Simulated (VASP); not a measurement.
# CuO (C2/c) in VASP: a series of runs, part 2 of 2

VASP 6.6.1. The steps go on from the part before.

### Step 4. Single point, PBE-based screened hybrid with 10 % exact exchange

This run uses another cell than the first one, of 10.13 Å³/atom.

The input, POSCAR:

```
CuO
1.0
    2.3418500000     -1.7113000000      0.0000000000
    2.3418500000      1.7113000000      0.0000000000
   -0.8500274268      0.0000000000      5.0578693947
Cu O
2 2
Direct
    0.5000000000      0.0000000000      0.5000000000
    0.0000000000      0.5000000000      0.0000000000
    0.4184000000      0.5816000000      0.7500000000
    0.5816000000      0.4184000000      0.2500000000
```

The input, INCAR.step1:

```
SYSTEM = CuO
PREC = Accurate
ENCUT = 520
EDIFF = 1E-5
ISMEAR = -1
SIGMA = 0.05
LREAL = .FALSE.
LASPH = .TRUE.
NELM = 60
ALGO = Normal
ISIF = 2
LWAVE = .TRUE.
NBANDS = 25
GGA = PE
```

The input, INCAR.step2:

```
SYSTEM = CuO
PREC = Accurate
ENCUT = 520
EDIFF = 1E-6
ISMEAR = -1
SIGMA = 0.05
LREAL = .FALSE.
LASPH = .TRUE.
NELM = 60
ALGO = Normal
ISIF = 2
LWAVE = .FALSE.
LCHARG = .TRUE.
GGA = PE
LHFCALC = .TRUE.
AEXX = 0.1
HFSCREEN = 0.2
PRECFOCK = Normal
LELF = .TRUE.
LVHAR = .TRUE.
NBANDS = 25
ISTART = 1
```

The input, KPOINTS:

```
Automatic mesh
0
G
  5 5 3
  0 0 0
```

Potentials or basis: VASP PAW PBE potentials, release 64 (Cu, O).

Started as:

```
$ cat potpaw_PBE.64/Cu/POTCAR potpaw_PBE.64/O/POTCAR > POTCAR
$ cp INCAR.step1 INCAR
$ mpirun -np 1 vasp_std > vasp.out
$ cp INCAR.step2 INCAR
$ mpirun -np 1 vasp_std > vasp.out
```

OUTCAR:

```text
SYSTEM = CuO
   PREC = Accurate
   ENCUT = 520
   EDIFF = 1E-6
   ISMEAR = -1
   LREAL = .FALSE.
   LASPH = .TRUE.
   NELM = 60
   ISIF = 2
   GGA = PE
   LHFCALC = .TRUE.
   AEXX = 0.1
   HFSCREEN = 0.2
   PRECFOCK = Normal
   ISTART = 1

 ion  position               nearest neighbor table
   1  0.500  0.000  0.500-   3 1.95   4 1.95   4 1.96   3 1.96
   2  0.000  0.500  0.000-   4 1.95   3 1.95   4 1.96   3 1.96
   3  0.418  0.582  0.750-   2 1.95   1 1.95   2 1.96   1 1.96
   4  0.582  0.418  0.250-   1 1.95   2 1.95   2 1.96   1 1.96

  LATTYP: Found a base centered monoclinic cell.
 ALAT       =     4.6837000000
 B/A-ratio  =     0.7307470589
 C/A-ratio  =     1.0950317057
 COS(beta)  =    -0.1657361228

  Lattice vectors:

 A1 = (   2.3418500000,  -1.7113000000,   0.0000000000)
 A2 = (   2.3418500000,   1.7113000000,   0.0000000000)
 A3 = (  -0.8500274268,   0.0000000000,   5.0578693947)

Analysis of symmetry for initial positions (statically):
=====================================================================
 Subroutine PRICEL returns:
 Original cell was already a primitive cell.

 Routine SETGRP: Setting up the symmetry group for a
 base centered monoclinic supercell.

 Subroutine GETGRP returns: Found  4 space group operations
 (whereof  2 operations were pure point group operations)
 out of a pool of  4 trial point group operations.

The static configuration has the point symmetry S_2 .
 The point group associated with its full space group is C_2h.

Analysis of symmetry for dynamics (positions and initial velocities):
=====================================================================
 Subroutine PRICEL returns:
 Original cell was already a primitive cell.

 Routine SETGRP: Setting up the symmetry group for a
 base centered monoclinic supercell.

 Subroutine GETGRP returns: Found  4 space group operations
[... 131 lines left out ...]
   LORBIT       =      0    0 simple, 1 ext, 2 COOP (PROOUT), +10 PAW based schemes
   GGA     = PE    functional components
   LHFCALC =     T    Hartree Fock is set to
   PRECFOCK=normal    Normal, Fast or Accurate (Low or Medium for compatibility)
   ENCUT4O =  -1.0   cutoff for four orbital integrals eV
   NKREDX  =     1    reduce k-point grid by
   NKREDY  =     1    reduce k-point grid by
   NKREDZ  =     1    reduce k-point grid by
   AEXX    =    0.1000 exact exchange contribution
   HFSCREEN=    0.2000 screening length (either q_TF or 0.3 A-1)
   HFSCREENC=   0.2000 screening length for correlation (either q_TF or 0.3 A-1)
   ENCUTFOCK=  -1.0 apply spherical cutoff to Coloumb kernel
   IVDW    =     0    specifies the selected vdW correction
   LEPSILON=     F    determine dielectric tensor
   LRPA    =     F    only Hartree local field effects (RPA)
 non-spin polarized calculation
  energy-cutoff  :      520.00
  volume of cell :       40.54
 maximum number of plane-waves:      1129
 NGX is ok and might be reduce to    24
  NGX = 18; NGY = 18; NGZ = 30

 number of electron      34.0000001 magnetization

 Free energy of the ion-electron system (eV)
  ---------------------------------------------------
  ext. energy  EPLUGINS =         0.00000000
  ---------------------------------------------------
  free energy    TOTEN  =       -20.82769775 eV

  energy without entropy =      -20.80860823  energy(sigma->0) =      -20.81815299

 E-fermi :   5.5152     XC(G=0): -11.0247

 val. band max:        5.5127999251   @ k =   0.4000  -0.0000   0.0000
 cond. band min:       5.5751997378   @ k =   0.2000   0.2000   0.3333
 fundamental gap:      0.0623998126
 Fermi energy:         5.5151598612

 k-point     1 :       0.0000    0.0000    0.0000
  band No.  band energies     occupation
      1     -15.3408      2.00000
      2     -13.9904      2.00000
      3      -3.0967      2.00000
      4      -0.4600      2.00000
      5      -0.0834      2.00000
      6       1.6317      2.00000
[... 661 lines left out ...]
     24      20.1648      0.00000
     25      22.0387      0.00000

------------------------ aborting loop because EDIFF is reached ----------------------------------------

  FORCE on cell =-STRESS in cart. coord.  units (eV):
  Direction    XX          YY          ZZ          XY          YZ          ZX
  --------------------------------------------------------------------------------------
  -------------------------------------------------------------------------------------
  Total        0.9242707      1.1880163      0.8410465      0.0000000      0.0000000     -0.3116198
  in kB       36.5280889     46.9515752     33.2389840      0.0000000      0.0000000    -12.3155199
  external PRESSURE =      38.9062160 kB  Pullay stress =       0.0000000 kB

 VOLUME and BASIS-vectors are now :
 -----------------------------------------------------------------------------
  energy-cutoff  :      520.00
  volume of cell :       40.54
      direct lattice vectors                 reciprocal lattice vectors
     2.341850000 -1.711300000  0.000000000     0.213506416 -0.292175539  0.035881968
     2.341850000  1.711300000  0.000000000     0.213506416  0.292175539  0.035881968
    -0.850027427  0.000000000  5.057869395     0.000000000  0.000000000  0.197711709

 POSITION                                       TOTAL-FORCE (eV/Angst)
 -----------------------------------------------------------------------------------
      0.74591     -0.85565      2.52893        -0.000000      0.000000      0.000000
      1.17092      0.85565      0.00000        -0.000000      0.000000      0.000000
      1.70433      0.27928      3.79340        -0.000000     -0.227046      0.000000
      2.12934     -0.27928      1.26447         0.000000      0.227046      0.000000
 -----------------------------------------------------------------------------------
    total drift:                                0.000002      0.000001      0.000006

  FREE ENERGIE OF THE ION-ELECTRON SYSTEM (eV)
  ---------------------------------------------------
  free  energy   TOTEN  =       -20.8276977510 eV

  energy  without entropy=      -20.8086082267  energy(sigma->0) =      -20.81815299
```

OUTCAR.step1:

```text
SYSTEM = CuO
   PREC = Accurate
   ENCUT = 520
   EDIFF = 1E-5
   ISMEAR = -1
   LREAL = .FALSE.
   LASPH = .TRUE.
[... 902 lines left out ...]
      1.17092      0.85565      0.00000         0.000000     -0.000000      0.000000
      1.70433      0.27928      3.79340        -0.000000     -0.205919      0.000000
      2.12934     -0.27928      1.26447        -0.000000      0.205919      0.000000
 -----------------------------------------------------------------------------------
    total drift:                                0.000000      0.000000     -0.000000

  FREE ENERGIE OF THE ION-ELECTRON SYSTEM (eV)
  ---------------------------------------------------
  free  energy   TOTEN  =       -19.5287641852 eV

  energy  without entropy=      -19.5045705879  energy(sigma->0) =      -19.51666739
```

OSZICAR.step1:

```text
N       E                     dE             d eps       ncg     rms          rms(c)
DAV:   1     0.287252595208E+03    0.28725E+03   -0.16432E+04  1288   0.217E+03
DAV:   2     0.909764432853E+01   -0.27815E+03   -0.25608E+03  1235   0.393E+02
DAV:   3    -0.245111996468E+02   -0.33609E+02   -0.31877E+02  1442   0.152E+02
DAV:   4    -0.256303962161E+02   -0.11192E+01   -0.11111E+01  1515   0.297E+01
DAV:   5    -0.256535966111E+02   -0.23200E-01   -0.23187E-01  1550   0.376E+00    0.174E+01
DAV:   6    -0.229570463792E+02    0.26966E+01   -0.35288E+01  1738   0.149E+02    0.133E+01
DAV:   7    -0.194656799847E+02    0.34914E+01   -0.97886E+00  1454   0.114E+02    0.259E+00
DAV:   8    -0.195635699708E+02   -0.97890E-01   -0.15101E+00  1284   0.845E+00    0.160E+00
DAV:   9    -0.195325744812E+02    0.30995E-01   -0.56494E-02  2032   0.622E+00    0.487E-01
DAV:  10    -0.195293001802E+02    0.32743E-02   -0.12768E-02  1760   0.170E+00    0.321E-01
DAV:  11    -0.195287110781E+02    0.58910E-03   -0.57971E-03  1849   0.695E-01    0.486E-02
DAV:  12    -0.195287296248E+02   -0.18547E-04   -0.28203E-04  1615   0.188E-01    0.280E-02
DAV:  13    -0.195287649895E+02   -0.35365E-04   -0.33578E-05  1347   0.763E-02    0.882E-03
DAV:  14    -0.195287641852E+02    0.80428E-06   -0.49411E-06   706   0.454E-02
   1 F= -.19528764E+02 E0= -.19516667E+02  d E =-.241936E-01
```

Wall time 57 min (1 thread of Intel Xeon Platinum 8375C at 2.90GHz (Ice Lake), shared host); peak memory 0.29 GiB.

Results:

```
Free energy            : -20.8277 eV
Pressure               : 3.9 GPa
Largest force          : 0.227 eV/Å
Band gap on the k mesh : zero (bands 17 and 18 overlap by 0.28 eV)
```

Forces in eV/Å, atoms in the order of the input:
```
Cu   0.000  0.000  0.000
Cu   0.000  0.000  0.000
O    0.000 -0.227  0.000
O    0.000  0.227  0.000
```

Levels at points of the mesh, in eV from the Fermi level:
| k point | band 14 | band 15 | band 16 | band 17 | band 18 | band 19 | band 20 | band 21 |
| --- | --- | --- | --- | --- | --- | --- | --- | --- |
| (0.00, 0.00, 0.00) | -2.84 | -2.76 | -2.24 | 0.21 | 1.07 | 2.08 | 6.47 | 8.80 |

Caveat: the k points lie up to 0.46 Å⁻¹ apart; the PAW data sets were made with another functional, which shifts forces and pressure a little.

### Step 5. Single point, PBEsol (9.53 Å³/atom)

This run uses another cell than the first one, of 9.53 Å³/atom.

The input, INCAR:

```
SYSTEM = CuO
ALGO     = Normal         ! electronic algorithm
EDIFF    = 1E-6           ! SCF threshold, eV
ENCUT    = 520            ! plane-wave cutoff, eV
GGA      = PS             ! functional
ISIF     = 2              ! what is computed and relaxed
ISMEAR   = -1             ! smearing method
LASPH    = .TRUE.         ! aspherical terms in the spheres
LCHARG   = .FALSE.        ! write CHGCAR
LREAL    = .FALSE.        ! projectors in reciprocal space
LWAVE    = .FALSE.        ! write WAVECAR
NBANDS   = 25             ! bands
NELM     = 60             ! most SCF steps
PREC     = Accurate       ! precision mode
SIGMA    = 0.05           ! smearing width, eV
```

The input, KPOINTS:

```
k-points
0
G
  10 10 5
  0 0 0
```

The input, POSCAR:

```
CuO
1.0
    2.2940437287     -1.6763657078      0.0000000000
    2.2940437287      1.6763657078      0.0000000000
   -0.8326750593      0.0000000000      4.9546185987
Cu O
2 2
Direct
    0.5000000000      0.0000000000      0.5000000000
    0.0000000000      0.5000000000      0.0000000000
    0.4184000000      0.5816000000      0.7500000000
    0.5816000000      0.4184000000      0.2500000000
```

Potentials or basis: VASP PAW PBE potentials, release 64 (Cu, O).

Started as:

```
$ cat potpaw_PBE.64/Cu/POTCAR potpaw_PBE.64/O/POTCAR > POTCAR
$ mpirun -np 1 vasp_std > vasp.out
```

OUTCAR:

```text
SYSTEM = CuO
   EDIFF = 1E-6
   ENCUT = 520
   GGA = PS
   ISIF = 2
   ISMEAR = -1
   LASPH = .TRUE.
   LREAL = .FALSE.
   NELM = 60
   PREC = Accurate

 ion  position               nearest neighbor table
   1  0.500  0.000  0.500-   3 1.91   4 1.91   4 1.92   3 1.92
   2  0.000  0.500  0.000-   4 1.91   3 1.91   4 1.92   3 1.92
   3  0.418  0.582  0.750-   2 1.91   1 1.91   2 1.92   1 1.92
   4  0.582  0.418  0.250-   1 1.91   2 1.91   2 1.92   1 1.92

  LATTYP: Found a base centered monoclinic cell.
 ALAT       =     4.5880874574
 B/A-ratio  =     0.7307470589
 C/A-ratio  =     1.0950317057
 COS(beta)  =    -0.1657361228

  Lattice vectors:

 A1 = (   2.2940437287,  -1.6763657078,   0.0000000000)
 A2 = (   2.2940437287,   1.6763657078,   0.0000000000)
 A3 = (  -0.8326750593,   0.0000000000,   4.9546185987)

Analysis of symmetry for initial positions (statically):
=====================================================================
 Subroutine PRICEL returns:
 Original cell was already a primitive cell.

 Routine SETGRP: Setting up the symmetry group for a
 base centered monoclinic supercell.

 Subroutine GETGRP returns: Found  4 space group operations
[... 173 lines left out ...]
 val. band max:        6.4280798137   @ k =  -0.1000   0.0000   0.4000
 cond. band min:       6.4304725735   @ k =   0.5000  -0.0000  -0.0000
 fundamental gap:      0.0023927598
 Fermi energy:         6.4281834319

 k-point     1 :       0.0000    0.0000    0.0000
  band No.  band energies     occupation
      1     -14.0597      2.00000
      2     -12.5177      2.00000
      3      -2.4465      2.00000
      4       0.3539      2.00000
      5       0.7747      2.00000
      6       2.7732      2.00000
[... 661 lines left out ...]
     24      20.1280      0.00000
     25      21.0582      0.00000

 [... further k-points ...]

------------------------ aborting loop because EDIFF is reached ----------------------------------------

  FORCE on cell =-STRESS in cart. coord.  units (eV):
  Direction    XX          YY          ZZ          XY          YZ          ZX
  --------------------------------------------------------------------------------------
  -------------------------------------------------------------------------------------
  Total        2.5595212      2.3522172      2.6379636      0.0000000      0.0000000     -0.5428412
  in kB      107.6114846     98.8956794    110.9094868      0.0000000      0.0000000    -22.8229979
  external PRESSURE =     105.8055503 kB  Pullay stress =       0.0000000 kB

 VOLUME and BASIS-vectors are now :
 -----------------------------------------------------------------------------
  energy-cutoff  :      520.00
  volume of cell :       38.11
      direct lattice vectors                 reciprocal lattice vectors
     2.294043729 -1.676365708  0.000000000     0.217955741 -0.298264274  0.036629723
     2.294043729  1.676365708  0.000000000     0.217955741  0.298264274  0.036629723
    -0.832675059  0.000000000  4.954618599     0.000000000  0.000000000  0.201831883

 POSITION                                       TOTAL-FORCE (eV/Angst)
 -----------------------------------------------------------------------------------
      0.73068     -0.83818      2.47731         0.000000     -0.000000      0.000000
      1.14702      0.83818      0.00000         0.000000     -0.000000      0.000000
      1.66954      0.27358      3.71596        -0.000000     -0.107776      0.000000
      2.08587     -0.27358      1.23865         0.000000      0.107776      0.000000
 -----------------------------------------------------------------------------------
    total drift:                                0.000000      0.000000     -0.000000

  FREE ENERGIE OF THE ION-ELECTRON SYSTEM (eV)
  ---------------------------------------------------
  free  energy   TOTEN  =       -21.2885668311 eV

  energy  without entropy=      -21.2701596974  energy(sigma->0) =      -21.27936326
```

stdout:

```text
POSCAR found type information on POSCAR CuO
 POSCAR found :  2 types and       4 ions
 scaLAPACK will be used
 -----------------------------------------------------------------------------
|                                                                             |
|                                                                             |
|     You enforced a specific xc type in the INCAR file but a different       |
|     I HOPE YOU KNOW WHAT YOU ARE DOING!                                     |
|                                                                             |
 -----------------------------------------------------------------------------

 LDA part: xc-table for (Slater+PW92), standard interpolation
 POSCAR, INCAR and KPOINTS ok, starting setup
 FFT: planning ... GRIDC
 FFT: planning ... GRID_SOFT
 FFT: planning ... GRID
 WAVECAR not read
 entering main loop
```

Wall time 3.3 min (1 thread of Intel Xeon 8259CL, shared host); peak memory 0.24 GiB.

Results:

```yaml
Free_energy: -21.2886 eV
Pressure: 10.6 GPa
Largest_force: 0.108 eV/Å
Band_gap_on_the_k_mesh: zero (bands 17 and 18 overlap by 0.61 eV)
```

Forces on the atoms (eV/Å):
```
Cu   0.000  0.000  0.000
Cu   0.000  0.000  0.000
O    0.000 -0.108  0.000
O    0.000  0.108  0.000
```

Stress tensor (GPa, compression positive):
```
10.76  0.00 -2.28
 0.00  9.89  0.00
-2.28  0.00 11.09
```

Levels at points of the mesh, in eV from the Fermi level:
```
           k point  band 13  band 14  band 15  band 16  band 17  band 18  band 19  band 20  band 21  band 22
(0.00, 0.00, 0.00)    -2.61    -2.41    -2.35    -1.78     0.23     1.01     1.90     5.97     8.49    13.51
(0.50, 0.00, 0.00)    -2.21    -1.74    -1.65    -1.53     0.00     0.25     4.74     6.47     7.20    11.37
(0.50, 0.50, 0.00)    -2.32    -2.32    -1.73    -1.31    -0.70     1.14     3.05     7.25     8.53    10.48
```

Caveat: the cell stands under pressure; the PAW data sets were made with another functional, which shifts forces and pressure a little; semilocal functionals often make such compounds metallic where correlation or magnetic order opens a gap, which also shifts bond lengths. With open d or f shells a metallic result of PBEsol can be an artefact of self-interaction; +U or a hybrid may open a gap.

### Step 6. Single point, PBEsol (9.93 Å³/atom)

This run uses another cell than the first one, of 9.93 Å³/atom.

The input, INCAR:

```
SYSTEM = CuO
  ALGO = Normal
  EDIFF = 1E-6
  ENCUT = 520
  GGA = PS
  ISIF = 2
  ISMEAR = -1
  LASPH = .True.
  LCHARG = .True.
  LELF = .True.
  LREAL = .False.
  LVHAR = .True.
  LWAVE = .False.
  NBANDS = 25
  NELM = 100
  PREC = Accurate
  SIGMA = 0.05
```

The input, KPOINTS:

```
k-points
0
Gamma
  10 10 5
  0 0 0
```

The input, POSCAR:

```
CuO
1.0
    2.3261324123     -1.6998144190      0.0000000000
    2.3261324123      1.6998144190      0.0000000000
   -0.8443223728      0.0000000000      5.0239229397
Cu O
2 2
Direct
    0.5000000000      0.0000000000      0.5000000000
    0.0000000000      0.5000000000      0.0000000000
    0.4184000000      0.5816000000      0.7500000000
    0.5816000000      0.4184000000      0.2500000000
```

Potentials or basis: VASP PAW PBE potentials, release 64 (Cu, O).

Started as:

```
$ cat potpaw_PBE.64/Cu/POTCAR potpaw_PBE.64/O/POTCAR > POTCAR
$ mpirun -np 1 vasp_std > vasp.out
```

It took 3.3 min on 1 thread of Intel Xeon 8259CL, shared host; peak memory 0.25 GiB.

The run converged. Its results:

```yaml
Free_energy: -21.3512 eV
Pressure: 1.7 GPa
Largest_force: 0.256 eV/Å
Band_gap_on_the_k_mesh: zero (bands 17 and 18 overlap by 0.61 eV)
```

Forces on the atoms (eV/Å):
```
Cu   0.000  0.000  0.000
Cu   0.000  0.000  0.000
O    0.000 -0.256  0.000
O    0.000  0.256  0.000
```

Stress tensor (GPa, compression positive):
```
 1.45  0.00 -1.08
 0.00  3.00  0.00
-1.08  0.00  0.63
```

Levels at points of the mesh, in eV from the Fermi level:
```
           k point  band 15  band 16  band 17  band 18  band 19  band 20
(0.00, 0.00, 0.00)    -2.21    -1.69     0.22     0.97     1.75     5.93
(0.50, 0.00, 0.00)    -1.54    -1.44     0.00     0.25     4.77     6.31
(0.50, 0.50, 0.00)    -1.70    -1.24    -0.66     1.10     3.18     7.10
```

Caveat: the PAW data sets were made with another functional, which shifts forces and pressure a little; semilocal functionals often make such compounds metallic where correlation or magnetic order opens a gap, which also shifts bond lengths. With open d or f shells a metallic result of PBEsol can be an artefact of self-interaction; +U or a hybrid may open a gap.

### Step 7. Overview

```csv
task,level,cell,k mesh,cutoff (eV),grid for exact exchange (PRECFOCK),share of exact exchange,screening parameter,gap on the mesh (eV),pressure (GPa),largest force (eV/Å)
single point,r2SCAN+D4,"a = 2.957, b = 2.957, c = 5.229 Å, angles 97.7, 97.7, 72.3°, 4 atoms",10 × 10 × 5,520,-,-,-,none,-11.2,0.41
relaxation of cell and atoms,revPBE+D3(BJ),"relaxed from a = 2.900, b = 2.900, c = 5.129 Å, angles 97.7, 97.7, 72.3°, 4 atoms",10 × 10 × 5,600,-,-,-,none,0.0,-
single point,PBE-based screened hybrid with 10 % exact exchange,"a = 2.900, b = 2.900, c = 5.129 Å, angles 97.7, 97.7, 72.3°, 4 atoms",5 × 5 × 3,520,Normal,0.1,0.2 1/Å,none,3.9,0.23
single point,PBEsol,"a = 2.841, b = 2.841, c = 5.024 Å, angles 97.7, 97.7, 72.3°, 4 atoms",10 × 10 × 5,520,-,-,-,none,10.6,0.11
single point,PBEsol,"a = 2.881, b = 2.881, c = 5.094 Å, angles 97.7, 97.7, 72.3°, 4 atoms",10 × 10 × 5,520,-,-,-,none,1.7,0.26
```

Alike in all rows: potentials or basis VASP PAW PBE potentials, release 64 (Cu, O); no spin polarisation; smearing fermi-dirac 0.05 eV.

Caveats: some runs use coarse meshes; the PAW data sets were made with another functional, which shifts forces and pressure a little; semilocal functionals often make such compounds metallic where correlation or magnetic order opens a gap, which also shifts bond lengths (at least some runs); the cell stands under tension (at least some runs); the cell stands under pressure (at least some runs).

Absolute energies hang on the potentials; compare differences alone.
